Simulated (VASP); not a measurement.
# GeSb2Te4 (R3m) in VASP: single point with PBE

Aim: the single point of GeSb2Te4 with PBE.

Program: VASP 6.6.1. These are calculated values, not measurements. Logs are shortened: lines on timing, memory, paths and dates and some standing lists are left out, and cuts for length are marked.

### 1 The cell of the first run

Symmetry: R3m, No. 160, trigonal system. The conventional cell has a = 4.309 Å, b = 4.309 Å, c = 41.691 Å, α = 90.00°, β = 90.00°, γ = 120.00°. Within 3.8 Å of Ge (site symmetry 3m) lie 6 Te at 2.86 to 3.32 Å. Sb (site symmetry 3m) has 6 Te at 3.02 to 3.21 Å within 4.0 Å. Sb (site symmetry 3m) has 6 Te at 3.03 to 3.16 Å within 4.0 Å. Te (site symmetry 3m) has 3 Ge at 2.86 Å and 3 Te at 3.80 Å within 3.9 Å. Within 4.0 Å of Te (site symmetry 3m) lie 3 Sb at 3.02 Å and 3 Te at 3.80 Å. Within 4.5 Å of Te (site symmetry 3m) lie 6 Sb at 3.16 to 3.21 Å and 12 Te at 4.31 to 4.48 Å. Within 4.0 Å of Te (site symmetry 3m) lie 3 Sb at 3.03 Å and 3 Ge at 3.32 Å.

### 2 Single point, PBE

The input, INCAR:

```
PREC = Accurate ; ENCUT = 520
EDIFF = 1E-6 ; ISMEAR = 0
SIGMA = 0.05 ; LREAL = Auto
LASPH = T ; NELM = 100
ALGO = Normal ; ISIF = 2
LWAVE = F ; LCHARG = T
GGA = PE ; LELF = T
LVHAR = T ; NBANDS = 226
LUSENCCL = F
```

The input, KPOINTS:

```
Automatic mesh
0
Gamma
  2 1 1
```

The input, POSCAR:

```
GeSb2Te4
1.0
    8.6189200000      0.0000000000     -0.0000010000
   -2.1547300000     -1.2440340000    -13.8970810000
    0.0000000000     14.9284080000     -0.0000010000
Ge Sb Te
8 16 32
Direct
    0.5721580000      0.2886310000      0.8573860000
    0.3221580000      0.2886310000      0.6073860000
    0.0721580000      0.2886310000      0.3573860000
    0.8221580000      0.2886310000      0.1073860000
    0.0721580000      0.2886310000      0.8573860000
    0.8221580000      0.2886310000      0.6073860000
    0.5721580000      0.2886310000      0.3573860000
    0.3221580000      0.2886310000      0.1073860000
    0.6801040000      0.7204160000      0.8933680000
    0.4301040000      0.7204160000      0.6433680000
    0.1801040000      0.7204160000      0.3933680000
    0.9301040000      0.7204160000      0.1433680000
    0.1801040000      0.7204160000      0.8933680000
    0.9301040000      0.7204160000      0.6433680000
    0.6801040000      0.7204160000      0.3933680000
    0.4301040000      0.7204160000      0.1433680000
    0.2515090000      0.0060360000      0.7505030000
    0.0015090000      0.0060360000      0.5005030000
    0.7515090000      0.0060360000      0.2505030000
    0.5015090000      0.0060360000      0.0005030000
    0.7515090000      0.0060360000      0.7505030000
    0.5015090000      0.0060360000      0.5005030000
    0.2515090000      0.0060360000      0.2505030000
    0.0015090000      0.0060360000      0.0005030000
    0.3476730000      0.3906920000      0.7825580000
    0.0976730000      0.3906920000      0.5325580000
    0.8476730000      0.3906920000      0.2825580000
    0.5976730000      0.3906920000      0.0325580000
    0.8476730000      0.3906920000      0.7825580000
    0.5976730000      0.3906920000      0.5325580000
    0.3476730000      0.3906920000      0.2825580000
    0.0976730000      0.3906920000      0.0325580000
    0.8993770000      0.5975070000      0.9664590000
    0.6493770000      0.5975070000      0.7164590000
    0.3993770000      0.5975070000      0.4664590000
    0.1493770000      0.5975070000      0.2164590000
    0.3993770000      0.5975070000      0.9664590000
    0.1493770000      0.5975070000      0.7164590000
    0.8993770000      0.5975070000      0.4664590000
    0.6493770000      0.5975070000      0.2164590000
    0.4664730000      0.8658920000      0.8221580000
    0.2164730000      0.8658920000      0.5721580000
    0.9664730000      0.8658920000      0.3221580000
    0.7164730000      0.8658920000      0.0721580000
    0.9664730000      0.8658920000      0.8221580000
    0.7164730000      0.8658920000      0.5721580000
    0.4664730000      0.8658920000      0.3221580000
    0.2164730000      0.8658920000      0.0721580000
    0.7827100000      0.1308390000      0.9275700000
    0.5327100000      0.1308390000      0.6775700000
    0.2827100000      0.1308390000      0.4275700000
    0.0327100000      0.1308390000      0.1775700000
    0.2827090000      0.1308370000      0.9275700000
    0.0327090000      0.1308370000      0.6775700000
    0.7827090000      0.1308370000      0.4275700000
    0.5327090000      0.1308370000      0.1775700000
```

Potentials or basis: VASP PAW PBE potentials, release 64 (Ge_d, Sb, Te).

Started as:

```
$ cat potpaw_PBE.64/Ge_d/POTCAR potpaw_PBE.64/Sb/POTCAR potpaw_PBE.64/Te/POTCAR > POTCAR
$ mpirun -np 1 vasp_std > vasp.out
```

OUTCAR:

```text
PREC = Accurate
   ENCUT = 520
   EDIFF = 1E-6
   ISMEAR = 0
   LREAL = Auto
   LASPH = T
   NELM = 100
   ISIF = 2
   GGA = PE

 ion  position               nearest neighbor table
   1  0.572  0.289  0.857-  29 2.86  25 2.86  28 2.86
   2  0.322  0.289  0.607-  30 2.86  26 2.86  25 2.86
   3  0.072  0.289  0.357-  31 2.86  27 2.86  26 2.86
   4  0.822  0.289  0.107-  32 2.86  28 2.86  27 2.86
   5  0.072  0.289  0.857-  25 2.86  29 2.86  32 2.86
   6  0.822  0.289  0.607-  26 2.86  30 2.86  29 2.86
   7  0.572  0.289  0.357-  27 2.86  31 2.86  30 2.86
   8  0.322  0.289  0.107-  28 2.86  32 2.86  31 2.86
   9  0.680  0.720  0.893-  37 3.02  34 3.02  33 3.02  41 3.21  45 3.21  44 3.21
  10  0.430  0.720  0.643-  38 3.02  35 3.02  34 3.02  42 3.21  46 3.21  41 3.21
  11  0.180  0.720  0.393-  39 3.02  36 3.02  35 3.02  43 3.21  47 3.21  42 3.21
  12  0.930  0.720  0.143-  40 3.02  33 3.02  36 3.02  44 3.21  48 3.21  43 3.21
  13  0.180  0.720  0.893-  33 3.02  38 3.02  37 3.02  45 3.21  41 3.21  48 3.21
  14  0.930  0.720  0.643-  34 3.02  39 3.02  38 3.02  46 3.21  42 3.21  45 3.21
[... 28 lines left out ...]
  43  0.966  0.866  0.322-  18 3.16  19 3.16  23 3.16  11 3.21  15 3.21  12 3.21
  44  0.716  0.866  0.072-  19 3.16  20 3.16  24 3.16  12 3.21  16 3.21   9 3.21
  45  0.966  0.866  0.822-  24 3.16  21 3.16  17 3.16  13 3.21   9 3.21  14 3.21
  46  0.716  0.866  0.572-  21 3.16  22 3.16  18 3.16  14 3.21  10 3.21  15 3.21
  47  0.466  0.866  0.322-  22 3.16  23 3.16  19 3.16  15 3.21  11 3.21  16 3.21
  48  0.216  0.866  0.072-  23 3.16  24 3.16  20 3.16  16 3.21  12 3.21  13 3.21
  49  0.783  0.131  0.928-  24 3.03  20 3.03  21 3.03
  50  0.533  0.131  0.678-  21 3.03  17 3.03  22 3.03
  51  0.283  0.131  0.428-  22 3.03  18 3.03  23 3.03
  52  0.033  0.131  0.178-  23 3.03  19 3.03  24 3.03
  53  0.283  0.131  0.928-  24 3.03  20 3.03  17 3.03
  54  0.033  0.131  0.678-  21 3.03  17 3.03  18 3.03
  55  0.783  0.131  0.428-  22 3.03  18 3.03  19 3.03
  56  0.533  0.131  0.178-  23 3.03  19 3.03  20 3.03

  LATTYP: Found a triclinic cell.
 ALAT       =    15.3773294516
 B/A-ratio  =     1.6985080505
 C/A-ratio  =     2.5521049832
 COS(alpha) =     0.0084275881
 COS(beta)  =     0.6297963483
 COS(gamma) =     0.7737113306

  Lattice vectors:

 A1 = (  -6.4641900000,   1.2440340000,  13.8970820000)
 A2 = ( -15.0831100000,  16.1724420000,  13.8970820000)
 A3 = (  -4.3094600000, -27.3687480000,  27.7941650000)

Analysis of symmetry for initial positions (statically):
=====================================================================
 Subroutine PRICEL returns following result:

  LATTYP: Found a trigonal (rhomboedric) cell.
 ALAT       =    14.1180502296
 COS(alpha) =     0.9534128353

  Lattice vectors:

 A1 = (  -2.1547300000,  -1.2440340000, -13.8970810000)
 A2 = (  -0.0000000000,   2.4880680000, -13.8970815000)
 A3 = (   2.1547300000,  -1.2440340000, -13.8970815000)

   8 primitive cells build up your supercell.

 Routine SETGRP: Setting up the symmetry group for a
 triclinic supercell.

 Subroutine GETGRP returns: Found  1 space group operations
 (whereof  1 operations were pure point group operations)
 out of a pool of  2 trial point group operations.

The static configuration has the point symmetry C_1 .

Analysis of symmetry for dynamics (positions and initial velocities):
=====================================================================
 Subroutine PRICEL returns following result:

  LATTYP: Found a trigonal (rhomboedric) cell.
 ALAT       =    14.1180502296
 COS(alpha) =     0.9534128353

  Lattice vectors:

 A1 = (  -2.1547300000,  -1.2440340000, -13.8970810000)
 A2 = (  -0.0000000000,   2.4880680000, -13.8970815000)
 A3 = (   2.1547300000,  -1.2440340000, -13.8970815000)

   8 primitive cells build up your supercell.

 Routine SETGRP: Setting up the symmetry group for a
 triclinic supercell.

 Subroutine GETGRP returns: Found  1 space group operations
 (whereof  1 operations were pure point group operations)
 out of a pool of  2 trial point group operations.

The dynamic configuration has the point symmetry C_1 .

 Subroutine INISYM returns: Found  1 space group operations
[... 38 lines left out ...]
 KPOINTS: Automatic mesh

Automatic generation of k-mesh.
 Grid dimensions read from file:
 generate k-points for:    2    1    1

 Generating k-lattice:

  Cartesian coordinates                     Fractional coordinates (reciprocal lattice)
     0.058011908 -0.000000001 -0.008994694     0.500000000  0.000000000 -0.000000000
    -0.000000008 -0.000000005 -0.071957555     0.000000000  1.000000000 -0.000000000
    -0.000000001  0.066986379 -0.005996463     0.000000000  0.000000000  1.000000000

  Length of vectors
     0.058705076  0.071957555  0.067254238

  Shift w.r.t. Gamma in fractional coordinates (k-lattice)
     0.000000000  0.000000000  0.000000000

 Subroutine IBZKPT returns following result:
 ===========================================

 Found      2 irreducible k-points:

 Following reciprocal coordinates:
            Coordinates               Weight
  0.000000  0.000000  0.000000      1.000000
  0.500000  0.000000  0.000000      1.000000
   k-points           NKPTS =      2   k-points in BZ     NKDIM =      2   number of bands    NBANDS=    226
   number of dos      NEDOS =    301   number of ions     NIONS =     56
   total plane-waves  NPLWV = 774144
   dimension x,y,z NGX =    64 NGY =  108 NGZ =  112
   dimension x,y,z NGXF=   128 NGYF=  216 NGZF=  224
   ions per type =               8  16  32
   NGX,Y,Z   is equivalent  to a cutoff of  12.34, 12.72, 12.47 a.u.
   NGXF,Y,Z  is equivalent  to a cutoff of  24.69, 25.43, 24.95 a.u.
 SYSTEM =  unknown system
   PREC   = accura    normal or accurate (medium, high low for compatibility)
   ISTART =      0    job   : 0-new  1-cont  2-samecut
   ICHARG =      2    charge: 1-file 2-atom 10-const
   ISPIN  =      1    spin polarized calculation?
   LNONCOLLINEAR =      F non collinear calculations
   LSORBIT =      F    spin-orbit coupling
   LASPH  =      T    aspherical Exc in radial PAW
   ENCUT  =  520.0 eV  38.22 Ry    6.18 a.u.  16.03 26.25 27.76*2*pi/ulx,y,z
   NELM   =    100;   NELMIN=  2; NELMDL= -5     # of ELM steps
   EDIFF  = 0.1E-05   stopping-criterion for ELM
   LREAL  =      T    real-space projection
   EDIFFG = 0.1E-04   stopping-criterion for IOM
   NSW    =      0    number of steps for IOM
   IBRION =     -1    ionic relax: 0-MD 1-quasi-New 2-CG
   NFREE  =      0    steps in history (QN), initial steepest desc. (CG)
   ISIF   =      2    stress and relaxation
   ISYM   =      2    0-nonsym 1-usesym 2-fastsym
   POTIM  = 0.5000    time-step for ionic-motion
   TEBEG  =    0.0;   TEEND  =   0.0 temperature during run
   PSTRESS=    0.0 pullay stress
   NELECT =     384.0000    total number of electrons
   NUPDOWN=      -1.0000    fix difference up-down
   EMIN   =  10.00;   EMAX   =-10.00  energy-range for DOS
   EFERMI =   0.00;   METHOD = LEGACY
   ISMEAR =     0;   SIGMA  =   0.05  broadening in eV -4-tet -1-fermi 0-gaus
   EFERMI_NEDOS =   21; number of points for ismear=-14 and -15
   IALGO  =     38    algorithm
   IMIX   =      4    mixing-type and parameters
     AMIX     =   0.40;   BMIX     =  1.00
     AMIX_MAG =   1.60;   BMIX_MAG =  1.00
  volume/ion in A,a.u.               =      31.93       215.48
  Fermi-wavevector in a.u.,A,eV,Ry     =   0.980367  1.852625 13.076818  0.961119
  Thomas-Fermi vector in A             =   2.111291
   LORBIT       =      0    0 simple, 1 ext, 2 COOP (PROOUT), +10 PAW based schemes
   GGA     = PE    functional components
   LHFCALC =     F    Hartree Fock is set to
   AEXX    =    0.0000 exact exchange contribution
   IVDW    =     0    specifies the selected vdW correction
   LEPSILON=     F    determine dielectric tensor
   LRPA    =     F    only Hartree local field effects (RPA)
 non-spin polarized calculation
 Gauss-broadening in eV      SIGMA  =   0.05
  energy-cutoff  :      520.00
  volume of cell :     1788.09
 maximum number of plane-waves:     48184
   NGX = 33   NGY = 53   NGZ = 55

 number of electron     383.9999939 magnetization

 Free energy of the ion-electron system (eV)
  ---------------------------------------------------
  ext. energy  EPLUGINS =         0.00000000
  ---------------------------------------------------
  free energy    TOTEN  =      -208.91666723 eV

  energy without entropy =     -208.91666723  energy(sigma->0) =     -208.91666723

 E-fermi :   6.0487     XC(G=0):  -9.2288

 val. band max:        5.8254307346   @ k =   0.0000   0.0000   0.0000
 cond. band min:       6.2747838125   @ k =   0.0000   0.0000   0.0000
 fundamental gap:      0.4493530779
 Fermi energy:         6.0486781572

 k-point     1 :       0.0000    0.0000    0.0000
  band No.  band energies     occupation
      1     -18.7562      2.00000
      2     -18.7553      2.00000
      3     -18.7552      2.00000
      4     -18.7548      2.00000
      5     -18.7543      2.00000
      6     -18.7540      2.00000
[... 196 lines left out ...]
    203       6.8752      0.00000
    204       6.9207      0.00000

 k-point     2 :       0.5000    0.0000    0.0000
  band No.  band energies     occupation
      1     -18.7552      2.00000
      2     -18.7552      2.00000
      3     -18.7549      2.00000
      4     -18.7549      2.00000
      5     -18.7545      2.00000
      6     -18.7545      2.00000
[... 196 lines left out ...]
    203       6.9231      0.00000
    204       6.9231      0.00000
 [bands above 204 left out]

------------------------ aborting loop because EDIFF is reached ----------------------------------------

  FORCE on cell =-STRESS in cart. coord.  units (eV):
  Direction    XX          YY          ZZ          XY          YZ          ZX
  --------------------------------------------------------------------------------------
  -------------------------------------------------------------------------------------
  Total        0.7179209      1.6764369      1.3187105      0.7978337     -2.3606222      2.6632690
  in kB        0.6432758      1.5021312      1.1815990      0.7148798     -2.1151790      2.3863584
  external PRESSURE =       1.1090020 kB  Pullay stress =       0.0000000 kB

 VOLUME and BASIS-vectors are now :
 -----------------------------------------------------------------------------
  energy-cutoff  :      520.00
  volume of cell :     1788.09
      direct lattice vectors                 reciprocal lattice vectors
     8.618920000  0.000000000 -0.000001000     0.116023815 -0.000000001 -0.017989389
    -2.154730000 -1.244034000-13.897081000    -0.000000008 -0.000000005 -0.071957555
     0.000000000 14.928408000 -0.000001000    -0.000000001  0.066986379 -0.005996463

 POSITION                                       TOTAL-FORCE (eV/Angst)
 -----------------------------------------------------------------------------------
      4.30946     12.44034     -4.01113         0.018437     -0.033836     -0.046642
      2.15473      8.70824     -4.01113         0.018437     -0.033836     -0.046642
      0.00000      4.97614     -4.01113         0.018437     -0.033836     -0.046642
      6.46419      1.24404     -4.01113         0.018437     -0.033836     -0.046642
      0.00000     12.44034     -4.01113         0.018437     -0.033836     -0.046642
      6.46419      8.70824     -4.01113         0.018437     -0.033836     -0.046642
[... 48 lines left out ...]
      6.46419      6.22017     -1.81825         0.001208      0.013609      0.030729
      4.30946      2.48807     -1.81825         0.001208      0.013609      0.030729
 -----------------------------------------------------------------------------------
    total drift:                               -0.100165     -0.007482      0.077768

  FREE ENERGIE OF THE ION-ELECTRON SYSTEM (eV)
  ---------------------------------------------------
  free  energy   TOTEN  =      -208.9166672342 eV

  energy  without entropy=     -208.9166672342  energy(sigma->0) =     -208.91666723
```

It took 3 min on 1 × NVIDIA H100 80GB with 1 thread of Intel Xeon Platinum 8481C at 2.70GHz (Sapphire Rapids), shared host; peak memory 2.2 GiB.

What came out:

```
Free energy            : -208.9167 eV
Pressure               : 0.1 GPa
Largest force          : 0.091 eV/Å
Band gap on the k mesh : 0.45 eV
```

Forces on the atoms (eV/Å):
```
Ge   0.018 -0.034 -0.047
Ge   0.018 -0.034 -0.047
Ge   0.018 -0.034 -0.047
Ge   0.018 -0.034 -0.047
Ge   0.018 -0.034 -0.047
Ge   0.018 -0.034 -0.047
Ge   0.018 -0.034 -0.047
Ge   0.018 -0.034 -0.047
Sb  -0.012  0.017  0.060
Sb  -0.012  0.017  0.060
Sb  -0.012  0.017  0.060
Sb  -0.012  0.017  0.060
Sb  -0.012  0.017  0.060
Sb  -0.012  0.017  0.060
Sb  -0.012  0.017  0.060
Sb  -0.012  0.017  0.060
Sb   0.009 -0.014 -0.089
Sb   0.009 -0.014 -0.089
Sb   0.009 -0.014 -0.089
Sb   0.009 -0.014 -0.089
Sb   0.009 -0.014 -0.089
Sb   0.009 -0.014 -0.089
Sb   0.009 -0.014 -0.089
Sb   0.009 -0.014 -0.089
Te  -0.035  0.014  0.072
Te  -0.035  0.014  0.072
Te  -0.035  0.014  0.072
Te  -0.035  0.014  0.072
Te  -0.035  0.014  0.072
Te  -0.035  0.014  0.072
Te  -0.035  0.014  0.072
Te  -0.035  0.014  0.072
Te   0.026  0.010 -0.043
Te   0.026  0.010 -0.043
Te   0.026  0.010 -0.043
Te   0.026  0.010 -0.043
Te   0.026  0.010 -0.043
Te   0.026  0.010 -0.043
Te   0.026  0.010 -0.043
Te   0.026  0.010 -0.043
Te  -0.008 -0.007  0.016
Te  -0.008 -0.007  0.016
Te  -0.008 -0.007  0.016
Te  -0.008 -0.007  0.016
Te  -0.008 -0.007  0.016
Te  -0.008 -0.007  0.016
Te  -0.008 -0.007  0.016
Te  -0.008 -0.007  0.016
Te   0.001  0.014  0.031
Te   0.001  0.014  0.031
Te   0.001  0.014  0.031
Te   0.001  0.014  0.031
Te   0.001  0.014  0.031
Te   0.001  0.014  0.031
Te   0.001  0.014  0.031
Te   0.001  0.014  0.031
```

Caveat: the k points lie up to 0.45 Å⁻¹ apart; semilocal functionals underestimate gaps, and a narrow one can read as zero; spin-orbit coupling is left out, which moves the levels of the heavy elements; this functional lacks dispersion, which binds layers or chains, so the pressure and a relaxed spacing across them are unreliable.
